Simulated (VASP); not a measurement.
# Te2Mo (P-6m2) in VASP: further runs

Runs on Te2Mo. Level: PBE+D3(BJ). Tasks: relaxation of shape and atoms at fixed volume.

Everything below comes from runs of VASP 6.6.1. Logs are shortened: lines on timing, memory, paths and dates and some standing lists are left out, and cuts for length are marked.

### 1 The cell of the first run

The structure is hexagonal, space group P-6m2 (No. 187). Conventional cell: a = 3.547 Å, b = 3.547 Å, c = 7.849 Å, α = 90.00°, β = 90.00°, γ = 120.00°. Within 3.6 Å of Te (site symmetry 3m) lie 3 Mo at 2.75 Å and 6 Te at 3.55 Å. Mo (site symmetry -6m2) has 6 Te at 2.75 Å and 6 Mo at 3.55 Å within 3.6 Å.

### 2 Relaxation of shape and atoms at fixed volume, PBE+D3(BJ) (volume scaled by 1.06)

INCAR reads:

```
SYSTEM = Te2Mo
PREC = Accurate
ENCUT = 600
EDIFF = 1E-6
ISMEAR = 0
SIGMA = 0.02
LREAL = .False.
LASPH = .True.
NELM = 100
ALGO = Normal
ISIF = 4
LWAVE = .False.
LCHARG = .False.
GGA = PE
IVDW = 12
IBRION = 2
NSW = 50
EDIFFG = -0.01
```

KPOINTS reads:

```
regular mesh
0
Gamma
  9 9 4
  0 0 0
```

POSCAR reads:

```
Te2Mo
1.0
    3.5465831718      0.0000000000      0.0000000000
   -1.7732915859      3.0714311234      0.0000000000
    0.0000000000      0.0000000000      7.8488548546
Te Mo
2 1
Direct
    0.3333333333      0.6666666667      0.7664468983
    0.3333333333      0.6666666667      0.2335531017
    0.0000000000      0.0000000000      0.0000000000
```

Potentials or basis: VASP PAW PBE potentials, release 64 (Te, Mo_sv).

The run is started by

```
cat potpaw_PBE.64/Te/POTCAR potpaw_PBE.64/Mo_sv/POTCAR > POTCAR
mpirun -np 1 vasp_std > vasp.out
```

OUTCAR:

```text
SYSTEM = Te2Mo
   PREC = Accurate
   ENCUT = 600
   EDIFF = 1E-6
   ISMEAR = 0
   LREAL = .False.
   LASPH = .True.
   NELM = 100
   ISIF = 4
   GGA = PE
   IVDW = 12
   IBRION = 2
   NSW = 50
   EDIFFG = -0.01
 IVDW          = 12

 ion  position               nearest neighbor table
   1  0.333  0.667  0.766-   3 2.75   3 2.75   3 2.75   2 3.67
   2  0.333  0.667  0.234-   3 2.75   3 2.75   3 2.75   1 3.67
   3  0.000  0.000  0.000-   1 2.75   2 2.75   1 2.75   2 2.75   1 2.75   2 2.75

  LATTYP: Found a hexagonal cell.
 ALAT       =     3.5465831718
 C/A-ratio  =     2.2130750851

  Lattice vectors:

 A1 = (   3.5465831718,   0.0000000000,   0.0000000000)
 A2 = (  -1.7732915859,   3.0714311234,   0.0000000000)
 A3 = (   0.0000000000,   0.0000000000,   7.8488548546)

Analysis of symmetry for initial positions (statically):
=====================================================================
 Subroutine PRICEL returns:
 Original cell was already a primitive cell.

 Routine SETGRP: Setting up the symmetry group for a
 hexagonal supercell.

 Subroutine GETGRP returns: Found 12 space group operations
 (whereof 12 operations were pure point group operations)
 out of a pool of 24 trial point group operations.

The static configuration has the point symmetry D_3h.

Analysis of symmetry for dynamics (positions and initial velocities):
=====================================================================
 Subroutine PRICEL returns:
 Original cell was already a primitive cell.

 Routine SETGRP: Setting up the symmetry group for a
 hexagonal supercell.

 Subroutine GETGRP returns: Found 12 space group operations
 (whereof 12 operations were pure point group operations)
 out of a pool of 24 trial point group operations.

The dynamic configuration has the point symmetry D_3h.

 Subroutine INISYM returns: Found 12 space group operations
 (whereof 12 operations are pure point group operations),
 and found     1 'primitive' translations

----------------------------------------------------------------------------------------

                                     Primitive cell

  volume of cell :      85.4983

  direct lattice vectors                    reciprocal lattice vectors
     3.546583172  0.000000000  0.000000000     0.281961525  0.162790562  0.000000000
    -1.773291586  3.071431123  0.000000000     0.000000000  0.325581125  0.000000000
     0.000000000  0.000000000  7.848854855     0.000000000  0.000000000  0.127407121

  length of vectors
     3.546583172  3.546583172  7.848854855     0.325581125  0.325581125  0.127407121

  position of ions in fractional coordinates (direct lattice)
     0.333333333  0.666666667  0.766446898
     0.333333333  0.666666667  0.233553102
     0.000000000  0.000000000  0.000000000

  ion indices of the primitive-cell ions
   primitive index   ion index
                 1           1
                 2           2
                 3           3

----------------------------------------------------------------------------------------

 KPOINTS: regular mesh

Automatic generation of k-mesh.
 Grid dimensions read from file:
 generate k-points for:    9    9    4

 Generating k-lattice:

  Cartesian coordinates                     Fractional coordinates (reciprocal lattice)
     0.031329058  0.018087840  0.000000000     0.111111111  0.000000000  0.000000000
     0.000000000  0.036175681  0.000000000     0.000000000  0.111111111  0.000000000
     0.000000000  0.000000000  0.031851780     0.000000000  0.000000000  0.250000000

  Length of vectors
     0.036175681  0.036175681  0.031851780

  Shift w.r.t. Gamma in fractional coordinates (k-lattice)
     0.000000000  0.000000000  0.000000000

 Subroutine IBZKPT returns following result:
 ===========================================

 Found     36 irreducible k-points:

 Following reciprocal coordinates:
            Coordinates               Weight
  0.000000  0.000000  0.000000      1.000000
  0.111111 -0.000000  0.000000      6.000000
  0.222222 -0.000000  0.000000      6.000000
  0.333333 -0.000000  0.000000      6.000000
  0.444444 -0.000000  0.000000      6.000000
  0.111111  0.111111  0.000000      6.000000
[... 16 lines left out ...]
  0.333333  0.222222  0.250000     24.000000
  0.333333  0.333333  0.250000      4.000000
 [... further k-points ...]
   k-points           NKPTS =     36   k-points in BZ     NKDIM =     36   number of bands    NBANDS=     17
   number of dos      NEDOS =    301   number of ions     NIONS =      3
   total plane-waves  NPLWV =  50176
   dimension x,y,z NGX =    28 NGY =   28 NGZ =   64
   dimension x,y,z NGXF=    56 NGYF=   56 NGZF=  128
   ions per type =               2   1
   NGX,Y,Z   is equivalent  to a cutoff of  13.12, 13.12, 13.56 a.u.
   NGXF,Y,Z  is equivalent  to a cutoff of  26.25, 26.25, 27.11 a.u.
 SYSTEM =  Te2Mo
   PREC   = accura    normal or accurate (medium, high low for compatibility)
   ISTART =      0    job   : 0-new  1-cont  2-samecut
   ICHARG =      2    charge: 1-file 2-atom 10-const
   ISPIN  =      1    spin polarized calculation?
   LNONCOLLINEAR =      F non collinear calculations
   LSORBIT =      F    spin-orbit coupling
   LASPH  =      T    aspherical Exc in radial PAW
   ENCUT  =  600.0 eV  44.10 Ry    6.64 a.u.   7.08  7.08 15.68*2*pi/ulx,y,z
   NELM   =    100;   NELMIN=  2; NELMDL= -5     # of ELM steps
   EDIFF  = 0.1E-05   stopping-criterion for ELM
   LREAL  =      F    real-space projection
   EDIFFG = -.1E-01   stopping-criterion for IOM
   NSW    =     50    number of steps for IOM
   IBRION =      2    ionic relax: 0-MD 1-quasi-New 2-CG
   NFREE  =      1    steps in history (QN), initial steepest desc. (CG)
   ISIF   =      4    stress and relaxation
   ISYM   =      2    0-nonsym 1-usesym 2-fastsym
   POTIM  = 0.5000    time-step for ionic-motion
   TEBEG  =    0.0;   TEEND  =   0.0 temperature during run
   PSTRESS=    0.0 pullay stress
   NELECT =      26.0000    total number of electrons
   NUPDOWN=      -1.0000    fix difference up-down
   EMIN   =  10.00;   EMAX   =-10.00  energy-range for DOS
   EFERMI =   0.00;   METHOD = LEGACY
   ISMEAR =     0;   SIGMA  =   0.02  broadening in eV -4-tet -1-fermi 0-gaus
   EFERMI_NEDOS =   21; number of points for ismear=-14 and -15
   IALGO  =     38    algorithm
   IMIX   =      4    mixing-type and parameters
     AMIX     =   0.40;   BMIX     =  1.00
     AMIX_MAG =   1.60;   BMIX_MAG =  1.00
  volume/ion in A,a.u.               =      28.50       192.32
  Fermi-wavevector in a.u.,A,eV,Ry     =   1.100897  2.080395 16.489924  1.211975
  Thomas-Fermi vector in A             =   2.237316
   LORBIT       =      0    0 simple, 1 ext, 2 COOP (PROOUT), +10 PAW based schemes
   GGA     = PE    functional components
   LHFCALC =     F    Hartree Fock is set to
   AEXX    =    0.0000 exact exchange contribution
   IVDW    =    12    specifies the selected vdW correction
   LEPSILON=     F    determine dielectric tensor
   LRPA    =     F    only Hartree local field effects (RPA)
 conjugate gradient relaxation of ions
 non-spin polarized calculation
 Gauss-broadening in eV      SIGMA  =   0.02
  energy-cutoff  :      600.00
  volume of cell :       85.50
 maximum number of plane-waves:      2886
   NGX = 15   NGY = 15   NGZ = 31

--------------------------------------- Ionic step        1  -------------------------------------------

 number of electron      25.9999997 magnetization

 Free energy of the ion-electron system (eV)
  ---------------------------------------------------
  ext. energy  EPLUGINS =         0.00000000
  ---------------------------------------------------
  free energy    TOTEN  =       -17.99904162 eV

  energy without entropy =      -17.99904162  energy(sigma->0) =      -17.99904162

------------------------ aborting loop because EDIFF is reached ----------------------------------------

 Edisp (eV)   -1.41712

 E8    (eV) :    -0.6547

  FORCE on cell =-STRESS in cart. coord.  units (eV):
  Direction    XX          YY          ZZ          XY          YZ          ZX
  --------------------------------------------------------------------------------------
  -------------------------------------------------------------------------------------
  Total      -1.60328    -1.60328    -1.87218     0.00000    -0.00000     0.00000
  in kB     -30.04434   -30.04434   -35.08327     0.00000    -0.00000     0.00000
  external pressure =      -31.72 kB  Pullay stress =        0.00 kB
[... 186 lines left out ...]
  energy  without entropy=      -19.4301906740  energy(sigma->0) =      -19.43019067

--------------------------------------- Ionic step        6  -------------------------------------------

 number of electron      25.9999999 magnetization

 Free energy of the ion-electron system (eV)
  ---------------------------------------------------
  ext. energy  EPLUGINS =         0.00000000
  ---------------------------------------------------
  free energy    TOTEN  =       -18.00853464 eV

  energy without entropy =      -18.00853464  energy(sigma->0) =      -18.00853464

 E-fermi :   6.7275     XC(G=0):  -9.5442

 val. band max:        6.4464427686   @ k =   0.3333   0.3333   0.5000
 cond. band min:       7.5351420682   @ k =   0.2222   0.2222   0.0000
 fundamental gap:      1.0886992996
 Fermi energy:         6.7274983493

 k-point     1 :       0.0000    0.0000    0.0000
  band No.  band energies     occupation
      1     -54.2509      2.00000
      2     -28.4164      2.00000
      3     -28.2877      2.00000
      4     -28.2877      2.00000
      5      -6.2517      2.00000
      6      -5.2429      2.00000
[... 9 lines left out ...]
     16       9.7923      0.00000
     17       9.7923      0.00000
[... 443 lines left out ...]
      1     -54.2402      2.00000
      2     -28.3850      2.00000
      3     -28.3836      2.00000
      4     -28.3676      2.00000
      5      -3.8908      2.00000
      6      -3.6835      2.00000
[... 9 lines left out ...]
     16       8.9603      0.00000
     17      10.5413      0.00000

 [... further k-points ...]

------------------------ aborting loop because EDIFF is reached ----------------------------------------

 Edisp (eV)   -1.42167

 E8    (eV) :    -0.6573

  FORCE on cell =-STRESS in cart. coord.  units (eV):
  Direction    XX          YY          ZZ          XY          YZ          ZX
  --------------------------------------------------------------------------------------
  -------------------------------------------------------------------------------------
  Total      -0.68727    -0.68727    -0.66685    -0.00000     0.00000     0.00000
  in kB     -12.87904   -12.87904   -12.49637    -0.00000     0.00000     0.00000
  external pressure =      -12.75 kB  Pullay stress =        0.00 kB
[... 18 lines left out ...]
  FREE ENERGIE OF THE ION-ELECTRON SYSTEM (eV)
  ---------------------------------------------------
  free  energy   TOTEN  =       -19.4302049523 eV

  energy  without entropy=      -19.4302049523  energy(sigma->0) =      -19.43020495

 reached required accuracy - stopping structural energy minimisation
```

Wall time 4.5 min (1 thread of Intel Xeon Platinum 8259CL at 2.50GHz (Skylake/Cascade Lake), shared host); peak memory 0.27 GiB.

What came out:

| Item | Value |
| --- | --- |
| Free energy | -19.4302 eV |
| Energy gained by relaxing | 4.7 meV/atom |
| Ionic steps | 6 |
| Pressure after relaxing | -1.3 GPa |
| Largest force after relaxing | 0.009 eV/Å |
| Band gap on the k mesh | 1.09 eV, indirect (least direct gap 1.12 eV) |
| Dispersion energy per atom | -0.474 eV |

Forces on the atoms (eV/Å):
```
Te   0.000  0.000 -0.009
Te   0.000  0.000  0.009
Mo   0.000  0.000  0.000
```

The path:
```tsv
step	energy change (eV)	largest force (eV/Å)	pressure (GPa)	volume (Å³)
1	0.0000	0.3708	-3.17	85.50
2	-0.0081	0.0950	-2.23	85.50
3	-0.0083	0.0477	-2.07	85.50
4	-0.0116	0.0275	-1.79	85.50
5	-0.0140	0.0119	-1.23	85.50
6	-0.0140	0.0095	-1.28	85.50
```

Final structure:
```
Te Mo
1.0
     3.52389    0.00000    0.00000
    -1.76195    3.05178    0.00000
     0.00000    0.00000    7.95027
Te Mo
2 1
Direct
  0.33333 0.66667 0.77186
  0.33333 0.66667 0.22814
  0.00000 0.00000 0.00000
```

Levels at points of the mesh, in eV from the valence-band top:
```csv
k point,band 11,band 12,band 13,band 14,band 15,band 16
"(0.00, 0.00, 0.00)",-0.87,-0.87,-0.81,3.14,3.14,3.35
"(0.00, 0.00, 0.50)",-0.88,-0.88,-0.26,3.07,3.07,3.42
```

Caveat: the cell differs from its parent crystal (volume scaled by 1.06); spin-orbit coupling is left out, which moves the levels of the heavy elements.

### 3 Relaxation of shape and atoms at fixed volume, PBE+D3(BJ) (volume scaled by 1.10)

INCAR reads:

```
PREC     = Accurate       # precision mode
ENCUT    = 600            # plane-wave cutoff, eV
EDIFF    = 1E-7           # SCF threshold, eV
ISMEAR   = 0              # smearing method
SIGMA    = 0.02           # smearing width, eV
LREAL    = F              # projectors in reciprocal space
LASPH    = T              # aspherical terms in the spheres
NELM     = 60             # most SCF steps
ALGO     = Normal         # electronic algorithm
ISIF     = 4              # what is computed and relaxed
LWAVE    = F              # write WAVECAR
LCHARG   = F              # write CHGCAR
GGA      = PE             # functional
IVDW     = 12             # dispersion correction
IBRION   = 2              # ionic algorithm
NSW      = 50             # ionic steps
EDIFFG   = -0.01          # ionic threshold
```

KPOINTS reads:

```
regular mesh
0
Gamma
  9 9 4
```

POSCAR reads:

```
Te2Mo
1.0
    3.5688541684      0.0000000000      0.0000000000
   -1.7844270842      3.0907183723      0.0000000000
    0.0000000000      0.0000000000      8.0436990217
Te Mo
2 1
Direct
    0.3333333333      0.6666666667      0.7718483955
    0.3333333333      0.6666666667      0.2281516045
    0.0000000000      0.0000000000      0.0000000000
```

Potentials or basis: VASP PAW PBE potentials, release 64 (Te, Mo_sv).

The run is started by

```
cat potpaw_PBE.64/Te/POTCAR potpaw_PBE.64/Mo_sv/POTCAR > POTCAR
mpirun -np 1 vasp_std > vasp.out
```

Run time: 6.9 min. Hardware: 1 thread of Intel Xeon Platinum 8259CL at 2.50GHz (Skylake/Cascade Lake), shared host; peak memory 0.28 GiB.

The run converged. Its results:

* Free energy: -19.4016 eV
* Energy gained by relaxing: 8.6 meV/atom
* Ionic steps: 8
* Pressure after relaxing: -1.5 GPa
* Largest force after relaxing: 0.008 eV/Å
* Band gap on the k mesh: 1.10 eV, indirect (least direct gap 1.12 eV)
* Dispersion energy per atom: -0.460 eV

Forces in eV/Å, atoms in the order of the input:
```
Te   0.000  0.000  0.008
Te   0.000  0.000 -0.008
Mo   0.000  0.000  0.000
```

Step by step:
```csv
step,energy change (eV),largest force (eV/Å),pressure (GPa),volume (Å³)
1,0.0000,0.4713,-4.10,88.72
2,-0.0134,0.1357,-2.97,88.72
3,-0.0139,0.0583,-2.72,88.72
4,-0.0203,0.0346,-2.34,88.72
5,-0.0257,0.0098,-1.60,88.72
6,-0.0258,0.0168,-1.48,88.72
7,-0.0258,0.0182,-1.45,88.72
8,-0.0258,0.0080,-1.54,88.72
```

Final structure:
```
Te Mo
1.0
     3.53059    0.00000    0.00000
    -1.76530    3.05758    0.00000
     0.00000    0.00000    8.21900
Te Mo
2 1
Cartesian
  0.0000 2.0384 6.4054
  0.0000 2.0384 1.8136
  -1.7653 3.0576 8.2190
```

Levels at points of the mesh, in eV from the valence-band top:
| k point | band 10 | band 11 | band 12 | band 13 | band 14 | band 15 | band 16 | band 17 |
| --- | --- | --- | --- | --- | --- | --- | --- | --- |
| (0.00, 0.00, 0.00) | -1.33 | -0.87 | -0.87 | -0.74 | 3.11 | 3.11 | 3.35 | 3.35 |
| (0.00, 0.00, 0.50) | -1.64 | -0.87 | -0.87 | -0.31 | 3.08 | 3.08 | 3.39 | 3.39 |

Caveat: the cell differs from its parent crystal (volume scaled by 1.10); spin-orbit coupling is left out, which moves the levels of the heavy elements. A k mesh can miss the band edges.
